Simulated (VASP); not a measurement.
# GaN (F-43m) in VASP: a series of runs

Runs on GaN. Level: PBE. Tasks: single point.

Everything below comes from runs of VASP 6.6.1. Logs are shortened: lines on timing, memory, paths and dates and some standing lists are left out, and cuts for length are marked.

**1. The cell of the first run**

It takes space group F-43m (No. 216, cubic). The conventional cell has a = 4.359 Å, b = 4.359 Å, c = 4.359 Å, α = 90.00°, β = 90.00°, γ = 90.00°. Within 2.5 Å of Ga (site symmetry -43m) lie 4 N at 1.89 Å. Within 2.5 Å of N (site symmetry -43m) lie 4 Ga at 1.89 Å.

**2. Single point, PBE (volume scaled by 0.88)**

File INCAR:

```
SYSTEM = GaN
ALGO = Normal
EDIFF = 1E-6
ENCUT = 520
GGA = PE
ISIF = 2
ISMEAR = 0
LASPH = .TRUE.
LCHARG = .TRUE.
LELF = .TRUE.
LREAL = .FALSE.
LVHAR = .TRUE.
LWAVE = .FALSE.
NBANDS = 16
NELM = 100
PREC = Accurate
SIGMA = 0.02
```

File KPOINTS:

```
k-points
0
G
  10 10 10
  0 0 0
```

File POSCAR:

```
GaN
1.0
    0.0000000000      2.1793662973      2.1793662973
    2.1793662973      0.0000000000      2.1793662973
    2.1793662973      2.1793662973      0.0000000000
Ga N
1 1
Direct
    0.0000000000      0.0000000000      0.0000000000
    0.7500000000      0.7500000000      0.7500000000
```

Potentials or basis: VASP PAW PBE potentials, release 64 (Ga_d, N).

Started as:

```
$ cat potpaw_PBE.64/Ga_d/POTCAR potpaw_PBE.64/N/POTCAR > POTCAR
$ mpirun -np 1 vasp_std > vasp.out
```

OUTCAR:

```text
SYSTEM = GaN
   EDIFF = 1E-6
   ENCUT = 520
   GGA = PE
   ISIF = 2
   ISMEAR = 0
   LASPH = .TRUE.
   LREAL = .FALSE.
   NELM = 100
   PREC = Accurate

 ion  position               nearest neighbor table
   1  0.000  0.000  0.000-   2 1.89   2 1.89   2 1.89   2 1.89
   2  0.750  0.750  0.750-   1 1.89   1 1.89   1 1.89   1 1.89

  LATTYP: Found a face centered cubic cell.
 ALAT       =     4.3587325946

  Lattice vectors:

 A1 = (   0.0000000000,   2.1793662973,   2.1793662973)
 A2 = (   2.1793662973,   0.0000000000,   2.1793662973)
 A3 = (   2.1793662973,   2.1793662973,   0.0000000000)

Analysis of symmetry for initial positions (statically):
=====================================================================
 Subroutine PRICEL returns:
 Original cell was already a primitive cell.

 Routine SETGRP: Setting up the symmetry group for a
 face centered cubic supercell.

 Subroutine GETGRP returns: Found 24 space group operations
 (whereof 24 operations were pure point group operations)
 out of a pool of 48 trial point group operations.

The static configuration has the point symmetry T_d .

Analysis of symmetry for dynamics (positions and initial velocities):
=====================================================================
 Subroutine PRICEL returns:
 Original cell was already a primitive cell.

 Routine SETGRP: Setting up the symmetry group for a
 face centered cubic supercell.

 Subroutine GETGRP returns: Found 24 space group operations
 (whereof 24 operations were pure point group operations)
 out of a pool of 48 trial point group operations.

The dynamic configuration has the point symmetry T_d .

 Subroutine INISYM returns: Found 24 space group operations
 (whereof 24 operations are pure point group operations),
 and found     1 'primitive' translations

----------------------------------------------------------------------------------------

                                     Primitive cell

  volume of cell :      20.7024

  direct lattice vectors                    reciprocal lattice vectors
     0.000000000  2.179366297  2.179366297    -0.229424489  0.229424489  0.229424489
     2.179366297  0.000000000  2.179366297     0.229424489 -0.229424489  0.229424489
     2.179366297  2.179366297  0.000000000     0.229424489  0.229424489 -0.229424489

  length of vectors
     3.082089375  3.082089375  3.082089375     0.397374872  0.397374872  0.397374872

  position of ions in fractional coordinates (direct lattice)
     0.000000000  0.000000000  0.000000000
     0.750000000  0.750000000  0.750000000

  ion indices of the primitive-cell ions
   primitive index   ion index
                 1           1
                 2           2

----------------------------------------------------------------------------------------

 KPOINTS: k-points

Automatic generation of k-mesh.
 Grid dimensions read from file:
 generate k-points for:   10   10   10

 Generating k-lattice:

  Cartesian coordinates                     Fractional coordinates (reciprocal lattice)
    -0.022942449  0.022942449  0.022942449     0.100000000  0.000000000  0.000000000
     0.022942449 -0.022942449  0.022942449     0.000000000  0.100000000  0.000000000
     0.022942449  0.022942449 -0.022942449     0.000000000  0.000000000  0.100000000

  Length of vectors
     0.039737487  0.039737487  0.039737487

  Shift w.r.t. Gamma in fractional coordinates (k-lattice)
     0.000000000  0.000000000  0.000000000

 Subroutine IBZKPT returns following result:
 ===========================================

 Found     47 irreducible k-points:

 Following reciprocal coordinates:
            Coordinates               Weight
  0.000000  0.000000  0.000000      1.000000
  0.100000  0.000000  0.000000      8.000000
  0.200000  0.000000  0.000000      8.000000
  0.300000  0.000000  0.000000      8.000000
  0.400000  0.000000  0.000000      8.000000
  0.500000  0.000000  0.000000      4.000000
[... 16 lines left out ...]
  0.300000  0.300000  0.000000      6.000000
  0.400000  0.300000  0.000000     24.000000
 [... further k-points ...]
   k-points           NKPTS =     47   k-points in BZ     NKDIM =     47   number of bands    NBANDS=     16
   number of dos      NEDOS =    301   number of ions     NIONS =      2
   total plane-waves  NPLWV =  13824
   dimension x,y,z NGX =    24 NGY =   24 NGZ =   24
   dimension x,y,z NGXF=    48 NGYF=   48 NGZF=   48
   ions per type =               1   1
   NGX,Y,Z   is equivalent  to a cutoff of  12.95, 12.95, 12.95 a.u.
   NGXF,Y,Z  is equivalent  to a cutoff of  25.89, 25.89, 25.89 a.u.
 SYSTEM =  GaN
   PREC   = accura    normal or accurate (medium, high low for compatibility)
   ISTART =      0    job   : 0-new  1-cont  2-samecut
   ICHARG =      2    charge: 1-file 2-atom 10-const
   ISPIN  =      1    spin polarized calculation?
   LNONCOLLINEAR =      F non collinear calculations
   LSORBIT =      F    spin-orbit coupling
   LASPH  =      T    aspherical Exc in radial PAW
   ENCUT  =  520.0 eV  38.22 Ry    6.18 a.u.   5.73  5.73  5.73*2*pi/ulx,y,z
   NELM   =    100;   NELMIN=  2; NELMDL= -5     # of ELM steps
   EDIFF  = 0.1E-05   stopping-criterion for ELM
   LREAL  =      F    real-space projection
   EDIFFG = 0.1E-04   stopping-criterion for IOM
   NSW    =      0    number of steps for IOM
   IBRION =     -1    ionic relax: 0-MD 1-quasi-New 2-CG
   NFREE  =      0    steps in history (QN), initial steepest desc. (CG)
   ISIF   =      2    stress and relaxation
   ISYM   =      2    0-nonsym 1-usesym 2-fastsym
   POTIM  = 0.5000    time-step for ionic-motion
   TEBEG  =    0.0;   TEEND  =   0.0 temperature during run
   PSTRESS=    0.0 pullay stress
   NELECT =      18.0000    total number of electrons
   NUPDOWN=      -1.0000    fix difference up-down
   EMIN   =  10.00;   EMAX   =-10.00  energy-range for DOS
   EFERMI =   0.00;   METHOD = LEGACY
   ISMEAR =     0;   SIGMA  =   0.02  broadening in eV -4-tet -1-fermi 0-gaus
   EFERMI_NEDOS =   21; number of points for ismear=-14 and -15
   IALGO  =     38    algorithm
   IMIX   =      4    mixing-type and parameters
     AMIX     =   0.40;   BMIX     =  1.00
     AMIX_MAG =   1.60;   BMIX_MAG =  1.00
  volume/ion in A,a.u.               =      10.35        69.85
  Fermi-wavevector in a.u.,A,eV,Ry     =   1.562519  2.952734 33.218176  2.441467
  Thomas-Fermi vector in A             =   2.665426
   LORBIT       =      0    0 simple, 1 ext, 2 COOP (PROOUT), +10 PAW based schemes
   GGA     = PE    functional components
   LHFCALC =     F    Hartree Fock is set to
   AEXX    =    0.0000 exact exchange contribution
   IVDW    =     0    specifies the selected vdW correction
   LEPSILON=     F    determine dielectric tensor
   LRPA    =     F    only Hartree local field effects (RPA)
 non-spin polarized calculation
 Gauss-broadening in eV      SIGMA  =   0.02
  energy-cutoff  :      520.00
  volume of cell :       20.70
 maximum number of plane-waves:       568
   NGX = 11   NGY = 11   NGZ = 11

 number of electron      17.9999989 magnetization

 Free energy of the ion-electron system (eV)
  ---------------------------------------------------
  ext. energy  EPLUGINS =         0.00000000
  ---------------------------------------------------
  free energy    TOTEN  =       -11.92340356 eV

  energy without entropy =      -11.92340356  energy(sigma->0) =      -11.92340356

 E-fermi :   6.5988     XC(G=0): -12.2145

 val. band max:        6.4372369693   @ k =   0.0000   0.0000   0.0000
 cond. band min:       8.8097718919   @ k =   0.0000   0.0000   0.0000
 fundamental gap:      2.3725349226
 Fermi energy:         6.5987769119

 k-point     1 :       0.0000    0.0000    0.0000
  band No.  band energies     occupation
      1     -10.4108      2.00000
      2      -7.1339      2.00000
      3      -7.1339      2.00000
      4      -7.1339      2.00000
      5      -6.6977      2.00000
      6      -6.6977      2.00000
[... 8 lines left out ...]
     15      26.0638      0.00000
     16      26.0638      0.00000

 k-point     2 :       0.1000    0.0000    0.0000
  band No.  band energies     occupation
      1     -10.2783      2.00000
      2      -7.1158      2.00000
      3      -7.1158      2.00000
      4      -7.1019      2.00000
      5      -6.6996      2.00000
      6      -6.6996      2.00000
[... 8 lines left out ...]
     15      24.6906      0.00000
     16      24.8003      0.00000

 k-point     3 :       0.2000    0.0000    0.0000
  band No.  band energies     occupation
      1      -9.9315      2.00000
      2      -7.0737      2.00000
      3      -7.0737      2.00000
      4      -6.9570      2.00000
      5      -6.6986      2.00000
      6      -6.6986      2.00000
[... 8 lines left out ...]
     15      23.8926      0.00000
     16      23.8926      0.00000

 k-point     4 :       0.3000    0.0000    0.0000
  band No.  band energies     occupation
      1      -9.5295      2.00000
      2      -7.0360      2.00000
      3      -7.0360      2.00000
      4      -6.6810      2.00000
      5      -6.6810      2.00000
      6      -6.5686      2.00000
[... 8 lines left out ...]
     15      24.5071      0.00000
     16      24.5071      0.00000
[... 324 lines left out ...]
 k-point    22 :      -0.2000    0.2000    0.0000
  band No.  band energies     occupation
      1      -9.4039      2.00000
      2      -7.0165      2.00000
      3      -6.9947      2.00000
      4      -6.7482      2.00000
      5      -6.7292      2.00000
      6      -6.3479      2.00000
[... 8 lines left out ...]
     15      24.8916      0.00000
     16      28.2479      0.00000

 k-point    23 :       0.3000    0.3000    0.0000
  band No.  band energies     occupation
      1      -9.2818      2.00000
      2      -6.9776      2.00000
      3      -6.8800      2.00000
      4      -6.8800      2.00000
      5      -6.6314      2.00000
      6      -6.3639      2.00000
[... 8 lines left out ...]
     15      29.4660      0.00000
     16      30.6151      0.00000

 k-point    24 :       0.4000    0.3000    0.0000
  band No.  band energies     occupation
      1      -9.0957      2.00000
      2      -6.9887      2.00000
      3      -6.8347      2.00000
      4      -6.8323      2.00000
      5      -6.6181      2.00000
      6      -5.8913      2.00000
[... 8 lines left out ...]
     15      29.9734      0.00000
     16      30.4240      0.00000

 [... further k-points ...]
[... 5 lines left out ...]
  --------------------------------------------------------------------------------------
  -------------------------------------------------------------------------------------
  Total        3.7483832      3.7483832      3.7483832      0.0000000      0.0000000      0.0000000
  in kB      290.0907491    290.0907491    290.0907491      0.0000000      0.0000000      0.0000000
  external PRESSURE =     290.0907491 kB  Pullay stress =       0.0000000 kB

 VOLUME and BASIS-vectors are now :
 -----------------------------------------------------------------------------
  energy-cutoff  :      520.00
  volume of cell :       20.70
      direct lattice vectors                 reciprocal lattice vectors
     0.000000000  2.179366297  2.179366297    -0.229424489  0.229424489  0.229424489
     2.179366297  0.000000000  2.179366297     0.229424489 -0.229424489  0.229424489
     2.179366297  2.179366297  0.000000000     0.229424489  0.229424489 -0.229424489

 POSITION                                       TOTAL-FORCE (eV/Angst)
 -----------------------------------------------------------------------------------
      0.00000      0.00000      0.00000         0.000000      0.000000      0.000000
      3.26905      3.26905      3.26905        -0.000000     -0.000000     -0.000000
 -----------------------------------------------------------------------------------
    total drift:                               -0.000002     -0.000002     -0.000001

  FREE ENERGIE OF THE ION-ELECTRON SYSTEM (eV)
  ---------------------------------------------------
  free  energy   TOTEN  =       -11.9234035649 eV

  energy  without entropy=      -11.9234035649  energy(sigma->0) =      -11.92340356
```

Wall time 5.9 s (1 thread of Intel Xeon 6975P-C (Granite Rapids), shared host); peak memory 0.14 GiB.

Results:

```yaml
Free_energy: -11.9234 eV
Pressure: 29.0 GPa
Band_gap_on_the_k_mesh: 2.37 eV, direct
```

[end of part 1 of 2]
